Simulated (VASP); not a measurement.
**AgCl: electric field gradients with LDA**

AgCl:

```
CELL_PARAMETERS angstrom
0.00000 2.77266 2.77266
2.77266 0.00000 2.77266
2.77266 2.77266 0.00000
ATOMIC_POSITIONS crystal
Ag 0.00000 0.00000 0.00000
Cl 0.50000 0.50000 0.50000
```

| Property | Result |
| --- | --- |
| Program | VASP 6.6.1 |
| Task | electric field gradients |
| Functional | LDA |
| Potentials or basis | VASP PAW LDA potentials, release 64 (Ag, Cl) |
| Cutoff | 520 eV |
| k mesh | 9 × 9 × 9 |
| Occupations | fermi-dirac, width 0.01 eV |
| Spin | no spin polarisation |
| Dipole correction | no |
| Further INCAR settings | ALGO = Normal; EDIFF = 1e-08; NBANDS = 16 |

| Item | Value |
| --- | --- |
| Pressure | -5.6 GPa |
| Band gap on the k mesh | 0.69 eV (least direct gap 2.93 eV) |
| Largest electric field gradient by atom | under 0.05 V/Å² on every atom |

Levels at points of the mesh, in eV from the valence-band top:
```
           k point  band 7  band 8  band 9  band 10  band 11  band 12
(0.00, 0.00, 0.00)   -2.26   -2.26   -2.26     0.69    10.79    10.79
```

It took 26 s on 1 thread of Intel Xeon 8259CL, with other jobs on the host, peak memory 0.16 GiB.

Caveat: the cell stands under tension; semilocal functionals underestimate gaps, and a narrow one can read as zero; an odd mesh through Γ misses points on the zone boundary, where band edges can lie.
